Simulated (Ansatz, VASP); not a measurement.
Two plane-wave programs on Ge

The input POSCAR:

```
Ge
1.0
    0.0000000000      2.8367484110      2.8367484110
    2.8367484110      0.0000000000      2.8367484110
    2.8367484110      2.8367484110      0.0000000000
Ge
2
Direct
    0.5000000000      0.5000000000      0.5000000000
    0.7500000000      0.7500000000      0.7500000000
```

The input INCAR.step1:

```
SYSTEM = Ge
PREC = Accurate
ENCUT = 520
ISMEAR = 0
SIGMA = 0.05
LREAL = .FALSE.
LASPH = .TRUE.
NELM = 100
NBANDS = 21
GGA = PE
ALGO = Normal
EDIFF = 1E-4
LWAVE = .TRUE.
LCHARG = .FALSE.
```

File INCAR.step2:

```
SYSTEM = Ge
PREC = Accurate
ENCUT = 520
EDIFF = 1E-7
ISMEAR = 0
SIGMA = 0.05
LREAL = .FALSE.
LASPH = .TRUE.
NELM = 100
ALGO = Normal
ISIF = 2
LWAVE = .FALSE.
LCHARG = .FALSE.
METAGGA = R2SCAN
LMIXTAU = .TRUE.
NBANDS = 21
ISTART = 1
```

Contents of KPOINTS:

```
Automatic mesh
0
G
  12 12 12
  0 0 0
```

Input for Ansatz:

```yaml
crystal:
  lattice:
    - [0.0, 2.8367484092, 2.8367484092]
    - [2.8367484092, 0.0, 2.8367484092]
    - [2.8367484092, 2.8367484092, 0.0]
  atoms:
    - { symbol: Ge, position: [0.5, 0.5, 0.5] }
    - { symbol: Ge, position: [0.75, 0.75, 0.75] }
basis:
  ecutwfc: 500
  ecutrho_ratio: 4
kpoints:
  mp_grid: { grid: [12, 12, 12] }
hamiltonian:
  xc: r2scan
scf:
  occupations: { method: gaussian, width: 0.05 }
output:
  forces: true
  stress: true
  eigenvalues: true
```

Alike in both runs: task single point; functional r2SCAN; k mesh 12 × 12 × 12; occupations gaussian, width 0.05 eV; no spin polarisation.

```csv
,VASP,Ansatz
version,VASP 6.6.1,Ansatz 0.2.0
potentials or method,"VASP PAW PBE potentials, release 64 (Ge_d), cutoff 520 eV","scalar-relativistic, plane waves, PAW"
valence electrons in the cell,28,28
```

```tsv
	VASP	Ansatz	Ansatz less VASP
pressure (GPa)	0.1	0.1	-0.04
```

VASP's potentials were made for PBE, not for r2SCAN.
